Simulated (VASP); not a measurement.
Here is a VASP 6.6.1 calculation.

POSCAR

```
Li2O
1.0
    2.2407119035      2.2407119035      0.0000000000
   -2.2407119035      2.2407119035      0.0000000000
    0.0000000000      2.2407119035      2.3138780065
Li O
2 1
Direct
    0.2500000000      0.7500000000      0.5000000000
    0.7500000000      0.2500000000      0.5000000000
    0.0000000000      0.0000000000      0.0000000000
```

File INCAR.step1:

```
SYSTEM = Li2O
PREC = Accurate
ENCUT = 830
ISMEAR = 0
SIGMA = 0.01
LREAL = .False.
LASPH = .True.
NELM = 120
NBANDS = 13
GGA = PE
ALGO = Normal
EDIFF = 1E-5
LWAVE = .True.
LCHARG = .False.
GGA_COMPAT = .False.
```

Contents of INCAR.step2:

```
SYSTEM = Li2O
PREC = Accurate
ENCUT = 830
EDIFF = 1E-6
ISMEAR = 0
SIGMA = 0.01
LREAL = .False.
LASPH = .True.
NELM = 120
ALGO = Normal
ISIF = 2
LWAVE = .False.
LCHARG = .False.
METAGGA = R2SCAN
LMIXTAU = .True.
NBANDS = 13
ISTART = 1
GGA_COMPAT = .False.
```

File KPOINTS:

```
regular mesh
0
Gamma
  8 8 8
  0 0 0
```

Potentials or basis: VASP PAW PBE potentials, release 64 (Li_sv, O).

Command:

```console
$ cat potpaw_PBE.64/Li_sv/POTCAR potpaw_PBE.64/O/POTCAR > POTCAR
$ cp INCAR.step1 INCAR
$ mpirun -np 1 vasp_std > vasp.out
$ cp INCAR.step2 INCAR
$ mpirun -np 1 vasp_std > vasp.out
```

Q: Estimate the pressure.

A: 3.1 GPa.

Q: Estimate the band gap on the k mesh.

A: 5.71 eV (least direct gap 6.56 eV).

Stress tensor (GPa, compression positive):
```
 5.28  0.00  0.00
 0.00  5.28  0.00
 0.00  0.00 -1.31
```

Caveat: the cell differs from its parent crystal (in-plane strain -0.02); the cell stands under pressure; the PAW data sets were made with another functional, which shifts forces and pressure a little. A k mesh can miss the band edges.
